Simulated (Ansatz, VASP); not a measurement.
CsPbCl3: VASP beside Ansatz

The input INCAR:

```
  ALGO = Normal
  EDIFF = 1E-6
  ENCUT = 520
  GGA = PS
  ISIF = 2
  ISMEAR = 0
  LASPH = True
  LCHARG = True
  LELF = True
  LREAL = False
  LVHAR = True
  LWAVE = False
  NBANDS = 30
  NELM = 100
  PREC = Accurate
  SIGMA = 0.05
```

File KPOINTS:

```
k-points
0
Gamma
  6 6 6
```

The input POSCAR:

```
CsPbCl3
1.0
    5.6050000000      0.0000000000      0.0000000000
    0.0000000000      5.6050000000      0.0000000000
    0.0000000000      0.0000000000      5.6050000000
Cs Pb Cl
1 1 3
Direct
    0.0000000000      0.0000000000      0.0000000000
    0.4598572703      0.5000000000      0.5000000000
    0.0000000000      0.5000000000      0.5000000000
    0.5000000000      0.0000000000      0.5000000000
    0.5000000000      0.5000000000      0.0000000000
```

Input for Ansatz:

```yaml
crystal:
  lattice:
    - [5.605, 0.0, 0.0]
    - [0.0, 5.605, 0.0]
    - [0.0, 0.0, 5.605]
  atoms:
    - { symbol: Cs, position: [0.0, 0.0, 0.0] }
    - { symbol: Pb, position: [0.4598572703, 0.5, 0.5] }
    - { symbol: Cl, position: [0.0, 0.5, 0.5] }
    - { symbol: Cl, position: [0.5, 0.0, 0.5] }
    - { symbol: Cl, position: [0.5, 0.5, 0.0] }
basis:
  ecutwfc: 420
kpoints:
  mp_grid: { grid: [6, 6, 6] }
hamiltonian:
  xc: pbesol
scf:
  occupations: { method: gaussian, width: 0.05 }
output:
  forces: true
  stress: true
  eigenvalues: true
  write_density: true
  write_potential: true
  elf: true
  volumetric_format: npy
```

Alike in both runs: task single point; functional PBEsol; k mesh 6 × 6 × 6; occupations gaussian, width 0.05 eV; no spin polarisation.

|  | VASP | Ansatz |
| --- | --- | --- |
| version | VASP 6.6.1 | Ansatz 0.2.0 |
| potentials or method | VASP PAW PBE potentials, release 64 (Cs_sv, Pb_d, Cl), cutoff 520 eV | scalar-relativistic, plane waves, PAW |
| valence electrons in the cell | 44 | 44 |

```csv
,VASP,Ansatz,Ansatz less VASP
gap on the k mesh at the Fermi level (eV),1.84,1.83,-0.006
least direct gap on the mesh (eV),1.84,1.83,-0.006
pressure (GPa),0.6,0.6,+0.03
"traceless stress, the component that is largest in VASP (GPa)",0.75,0.75,0.000
rms of the force components (eV/Å),0.278,0.278,-0.0001
```

VASP's potentials were made for PBE, not for PBEsol. Atom by atom the forces differ by 0.000 eV/Å (rms over components). With one functional, cell and mesh, what is left measures potentials, basis and numerics.

Neither program's run includes spin-orbit coupling.
